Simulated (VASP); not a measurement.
# Si2W (I4/mmm) in VASP: settings compared, part 2 of 3

VASP 6.6.1. The steps go on from the part before.

## (3) Relaxation of shape and atoms at fixed volume, BLYP+D3(BJ) (12.97 Å³/atom)

This run uses another cell than the first one, of 12.97 Å³/atom.

Contents of INCAR:

```
SYSTEM = Si2W
PREC = Accurate
ENCUT = 600
EDIFF = 1E-6
ISMEAR = 0
SIGMA = 0.05
LREAL = .FALSE.
LASPH = .TRUE.
NELM = 100
ALGO = Normal
ISIF = 4
LWAVE = .FALSE.
LCHARG = .FALSE.
GGA = B5
ALDAX = 1.0
AGGAX = 1.0
AGGAC = 1.0
ALDAC = 0.0
IVDW = 12
VDW_S6 = 1.0
VDW_S8 = 2.6996
VDW_A1 = 0.4298
VDW_A2 = 4.2359
IBRION = 2
NSW = 60
EDIFFG = -0.01
```

Contents of KPOINTS:

```
Automatic mesh
0
G
  10 10 10
  0 0 0
```

Contents of POSCAR:

```
Si2W
1.0
   -1.5875708349      1.5875708349      3.8580558862
    1.5875708349     -1.5875708349      3.8580558862
    1.5875708349      1.5875708349     -3.8580558862
Si W
2 1
Direct
    0.3348616850      0.3348616850      0.0000000000
    0.6651383150      0.6651383150      0.0000000000
    0.0000000000      0.0000000000      0.0000000000
```

Potentials or basis: VASP PAW PBE potentials, release 64 (Si, W_sv).

Command:

```sh
$ cat potpaw_PBE.64/Si/POTCAR potpaw_PBE.64/W_sv/POTCAR > POTCAR
$ mpirun -np 1 vasp_std > vasp.out
```

OUTCAR:

```text
SYSTEM = Si2W
   PREC = Accurate
   ENCUT = 600
   EDIFF = 1E-6
   ISMEAR = 0
   LREAL = .FALSE.
   LASPH = .TRUE.
   NELM = 100
   ISIF = 4
   GGA = B5
   IVDW = 12
   IBRION = 2
   NSW = 60
   EDIFFG = -0.01
 IVDW          = 12

 ion  position               nearest neighbor table
   1  0.335  0.335  0.000-   2 2.55   3 2.58   3 2.58   3 2.58   3 2.58   3 2.58   2 2.60   2 2.60
                             2 2.60   2 2.60
   2  0.665  0.665  0.000-   1 2.55   3 2.58   3 2.58   3 2.58   3 2.58   3 2.58   1 2.60   1 2.60
                             1 2.60   1 2.60
   3  0.000  0.000  0.000-   2 2.58   2 2.58   1 2.58   1 2.58   2 2.58   2 2.58   1 2.58   1 2.58
                             1 2.58   2 2.58

  LATTYP: Found a body centered tetragonal cell.
 ALAT       =     3.1751416698
 C/A-ratio  =     2.4301629895

  Lattice vectors:

 A1 = (  -1.5875708349,   1.5875708349,   3.8580558862)
 A2 = (   1.5875708349,  -1.5875708349,   3.8580558862)
 A3 = (   1.5875708349,   1.5875708349,  -3.8580558862)

Analysis of symmetry for initial positions (statically):
=====================================================================
 Subroutine PRICEL returns:
 Original cell was already a primitive cell.

 Routine SETGRP: Setting up the symmetry group for a
 body centered tetragonal supercell.

 Subroutine GETGRP returns: Found 16 space group operations
 (whereof 16 operations were pure point group operations)
 out of a pool of 16 trial point group operations.

The static configuration has the point symmetry D_4h.

Analysis of symmetry for dynamics (positions and initial velocities):
=====================================================================
 Subroutine PRICEL returns:
 Original cell was already a primitive cell.

 Routine SETGRP: Setting up the symmetry group for a
 body centered tetragonal supercell.

 Subroutine GETGRP returns: Found 16 space group operations
 (whereof 16 operations were pure point group operations)
 out of a pool of 16 trial point group operations.

The dynamic configuration has the point symmetry D_4h.

 Subroutine INISYM returns: Found 16 space group operations
 (whereof 16 operations are pure point group operations),
 and found     1 'primitive' translations

----------------------------------------------------------------------------------------

                                     Primitive cell
[... 115 lines left out ...]
  Fermi-wavevector in a.u.,A,eV,Ry     =   1.353892  2.558486 24.939814  1.833025
  Thomas-Fermi vector in A             =   2.481110
   LORBIT       =      0    0 simple, 1 ext, 2 COOP (PROOUT), +10 PAW based schemes
   GGA     = B5    functional components
   LHFCALC =     F    Hartree Fock is set to
   AEXX    =    0.0000 exact exchange contribution
   IVDW    =    12    specifies the selected vdW correction
   LEPSILON=     F    determine dielectric tensor
   LRPA    =     F    only Hartree local field effects (RPA)
 conjugate gradient relaxation of ions
 non-spin polarized calculation
 Gauss-broadening in eV      SIGMA  =   0.05
  energy-cutoff  :      600.00
  volume of cell :       38.90
 maximum number of plane-waves:      1318
   NGX = 17   NGY = 17   NGZ = 17

--------------------------------------- Ionic step        1  -------------------------------------------

 number of electron      22.0000000 magnetization

 Free energy of the ion-electron system (eV)
  ---------------------------------------------------
  ext. energy  EPLUGINS =         0.00000000
  ---------------------------------------------------
  free energy    TOTEN  =       -20.41505799 eV

  energy without entropy =      -20.41463867  energy(sigma->0) =      -20.41484833

------------------------ aborting loop because EDIFF is reached ----------------------------------------

 Edisp (eV)   -4.13637

 E8    (eV) :    -3.0886
[... 114 lines left out ...]
--------------------------------------- Ionic step        4  -------------------------------------------

 number of electron      22.0000000 magnetization

 Free energy of the ion-electron system (eV)
  ---------------------------------------------------
  ext. energy  EPLUGINS =         0.00000000
  ---------------------------------------------------
  free energy    TOTEN  =       -20.41556641 eV

  energy without entropy =      -20.41503654  energy(sigma->0) =      -20.41530147

 E-fermi :  13.0024     XC(G=0): -12.0675

 val. band max:       12.9920967702   @ k =  -0.2000  -0.3000   0.2000
 cond. band min:      13.0352536436   @ k =   0.5000   0.5000   0.3000
 fundamental gap:      0.0431568733
 Fermi energy:        13.0024375014

 k-point     1 :       0.0000    0.0000    0.0000
  band No.  band energies     occupation
      1     -60.3044      2.00000
      2     -24.8823      2.00000
      3     -24.8321      2.00000
      4     -24.8321      2.00000
      5      -1.2787      2.00000
      6       6.0310      2.00000
      7       9.3467      2.00000
      8       9.6303      2.00000
      9      10.0466      2.00000
     10      10.0466      2.00000
     11      13.6298      0.00000
     12      15.9218      0.00000
     13      16.2153      0.00000
     14      16.2464      0.00000
[... 401 lines left out ...]
      2     -25.0400      2.00000
      3     -24.9708      2.00000
      4     -24.8490      2.00000
      5       3.1159      2.00000
      6       4.1714      2.00000
      7       6.7975      2.00000
      8       8.4618      2.00000
      9       9.6229      2.00000
     10      10.4739      2.00000
     11      10.8495      2.00000
     12      13.5540      0.00000
     13      14.9093      0.00000
     14      16.9361      0.00000
     15      18.1052      0.00000

 [... further k-points ...]

------------------------ aborting loop because EDIFF is reached ----------------------------------------

 Edisp (eV)   -4.13622

 E8    (eV) :    -3.0885
[... 26 lines left out ...]
  FREE ENERGIE OF THE ION-ELECTRON SYSTEM (eV)
  ---------------------------------------------------
  free  energy   TOTEN  =       -24.5517871704 eV

  energy  without entropy=      -24.5512573025  energy(sigma->0) =      -24.55152224

 reached required accuracy - stopping structural energy minimisation
```

OSZICAR:

```text
N       E                     dE             d eps       ncg     rms          rms(c)
DAV:   1     0.141537036186E+03    0.14154E+03   -0.12132E+04  3060   0.165E+03
DAV:   2    -0.164719477913E+02   -0.15801E+03   -0.15586E+03  3487   0.387E+02
DAV:   3    -0.211179688977E+02   -0.46460E+01   -0.45466E+01  4096   0.558E+01
[... 23 lines left out ...]
       N       E                     dE             d eps       ncg     rms          rms(c)
DAV:   1    -0.204156120396E+02   -0.12533E-03   -0.26107E-03  3599   0.447E-01    0.371E-02
DAV:   2    -0.204155762996E+02    0.35740E-04   -0.10763E-04  3578   0.833E-02    0.192E-02
DAV:   3    -0.204155667398E+02    0.95598E-05   -0.23012E-05  3872   0.365E-02    0.554E-03
DAV:   4    -0.204155664069E+02    0.33283E-06   -0.18848E-06  2793   0.109E-02
   4 F= -.24551787E+02 E0= -.24551522E+02  d E =-.198327E-04
```

Run time: 4.4 min. Hardware: 1 thread of Intel Xeon Platinum 8259CL at 2.50GHz (Skylake/Cascade Lake), shared host; peak memory 0.26 GiB.

Results:

```
Free energy                  : -24.5518 eV
Energy gained by relaxing    : 0.1 meV/atom
Ionic steps                  : 4
Pressure after relaxing      : 6.0 GPa
Largest force after relaxing : 0.006 eV/Å
Band gap on the k mesh       : zero (bands 11 and 12 overlap by 1.31 eV)
Dispersion energy per atom   : -1.379 eV
```

Forces on the atoms (eV/Å):
```
Si   0.000  0.000  0.006
Si   0.000  0.000 -0.006
W    0.000  0.000  0.000
```

The path:
```csv
step,energy change (eV),largest force (eV/Å),pressure (GPa),volume (Å³)
1,0.0000,0.0685,6.13,38.90
2,-0.0003,0.0003,5.98,38.90
3,-0.0003,0.0178,6.02,38.90
4,-0.0004,0.0055,6.01,38.90
```

Final structure:
```
Si W
1.0
    -1.58655    1.58655    3.86300
     1.58655   -1.58655    3.86300
     1.58655    1.58655   -3.86300
Si W
2 1
Direct
  0.33442 0.33442 0.00000
  0.66558 0.66558 0.00000
  0.00000 0.00000 0.00000
```

Caveat: the PAW data sets were made with another functional, which shifts forces and pressure a little; spin-orbit coupling is left out, which moves the levels of the heavy elements.

## (4) Relaxation of shape and atoms at fixed volume, BLYP+D3(BJ) (13.23 Å³/atom)

This run uses another cell than the first one, of 13.23 Å³/atom.

INCAR, as its differences from that of step 3:

```diff
@@ -3,3 +3,3 @@
 ENCUT = 600
-EDIFF = 1E-6
+EDIFF = 1E-7
 ISMEAR = 0
@@ -8,3 +8,3 @@
 LASPH = .TRUE.
-NELM = 100
+NELM = 80
 ALGO = Normal
```

Contents of KPOINTS:

```
regular mesh
0
G
  10 10 10
  0 0 0
```

Contents of POSCAR:

```
Si2W
1.0
   -1.5973719856      1.5973719856      3.8886292212
    1.5973719856     -1.5973719856      3.8886292212
    1.5973719856      1.5973719856     -3.8886292212
Si W
2 1
Direct
    0.3348186201      0.3348186201      0.0000000000
    0.6651813799      0.6651813799      0.0000000000
    0.0000000000      0.0000000000      0.0000000000
```

Command:

```sh
$ cat potpaw_PBE.64/Si/POTCAR potpaw_PBE.64/W_sv/POTCAR > POTCAR
$ mpirun -np 1 vasp_std > vasp.out
```

It took 4.8 min on 1 thread of Intel Xeon Platinum 8259CL at 2.50GHz (Skylake/Cascade Lake), shared host; peak memory 0.26 GiB.

The run converged. Its results:

```
Free energy                : -24.5696 eV
Energy gained by relaxing  : 0.0 meV/atom
Ionic steps                : 3
Pressure after relaxing    : 1.2 GPa
Band gap on the k mesh     : zero (bands 11 and 12 overlap by 1.26 eV)
Dispersion energy per atom : -1.350 eV
```

Final structure:
```
CELL_PARAMETERS angstrom
-1.59807 1.59807 3.88524
1.59807 -1.59807 3.88524
1.59807 1.59807 -3.88524
ATOMIC_POSITIONS crystal
Si 0.33481 0.33481 0.00000
Si 0.66519 0.66519 0.00000
W 0.00000 0.00000 0.00000
```

Levels at points of the mesh, in eV from the Fermi level:
| k point | band 8 | band 9 | band 10 | band 11 | band 12 | band 13 | band 14 | band 15 |
| --- | --- | --- | --- | --- | --- | --- | --- | --- |
| (0.00, 0.00, 0.00) | -3.26 | -2.88 | -2.88 | 0.61 | 2.81 | 3.17 | 3.17 | 3.32 |
| (0.50, 0.00, 0.00) | -4.74 | -2.84 | -2.76 | -0.43 | 2.77 | 2.82 | 4.08 | 4.55 |
| (0.50, 0.50, 0.00) | -5.53 | -5.01 | -3.24 | -1.54 | 2.90 | 3.03 | 3.22 | 4.08 |
| (0.50, 0.50, 0.50) | -2.55 | -0.81 | -0.81 | -0.50 | -0.50 | 0.79 | 4.58 | 4.97 |

Caveat: the PAW data sets were made with another functional, which shifts forces and pressure a little; spin-orbit coupling is left out, which moves the levels of the heavy elements.

[end of part 2 of 3]
